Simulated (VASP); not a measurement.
Wanted: the native input for a VASP 6.6.1 run.

- Task: single point
- Functional: PBE
- Dispersion: D3(BJ)
- Potentials or basis: VASP PAW PBE potentials, release 64 (Mo_sv, S)
- Cutoff: 520 eV
- k mesh: 15 × 15 × 15
- Occupations: gaussian, width 0.15 eV
- Spin: no spin polarisation
- Dipole correction: no
- Further INCAR settings: ALGO = Normal; EDIFF = 1e-06; NBANDS = 20

The structure of MoS2 lies in POSCAR:

```
MoS2
1.0
    1.5671157387      0.9364418079      5.9549887142
   -1.5671157387      0.9364418079      5.9549887142
    0.0000000000     -1.8728836157      5.9549887142
Mo S
1 2
Direct
    0.0000000000      0.0000000000      0.0000000000
    0.7439364130      0.7439364130      0.7812385173
    0.2560635870      0.2560635870      0.2187614827
```

This cell differs from its parent crystal: atoms displaced along a vibrational mode, the cell strained.

The input as run:

INCAR

```
SYSTEM = MoS2
ALGO     = Normal         ! electronic algorithm
EDIFF    = 1E-6           ! SCF threshold, eV
ENCUT    = 520            ! plane-wave cutoff, eV
GGA      = PE             ! functional
ISIF     = 2              ! what is computed and relaxed
ISMEAR   = 0              ! smearing method
IVDW     = 12             ! dispersion correction
LASPH    = .True.         ! aspherical terms in the spheres
LCHARG   = .False.        ! write CHGCAR
LREAL    = .False.        ! projectors in reciprocal space
LWAVE    = .False.        ! write WAVECAR
NBANDS   = 20             ! bands
NELM     = 100            ! most SCF steps
PREC     = Accurate       ! precision mode
SIGMA    = 0.15           ! smearing width, eV
```

KPOINTS

```
k-points
0
Gamma
  15 15 15
  0 0 0
```

Potentials or basis: VASP PAW PBE potentials, release 64 (Mo_sv, S).

Launch:

```bash
$ cat potpaw_PBE.64/Mo_sv/POTCAR potpaw_PBE.64/S/POTCAR > POTCAR
$ mpirun -np 1 vasp_std > vasp.out
```

Results of the run:

| Quantity | Value |
| --- | --- |
| Pressure | -3.9 GPa |
| Largest force | 0.694 eV/Å |
| Band gap on the k mesh | zero (bands 13 and 14 overlap by 0.60 eV) |
| Dispersion energy per atom | -0.434 eV |

Caveat: the cell differs from its parent crystal (atoms displaced along a vibrational mode, the cell strained); the cell stands under tension.

Wall time 33 min on 1 thread of AMD EPYC 9R45 96-Core Processor (Zen 5), on a shared host, peak memory 0.97 GiB.
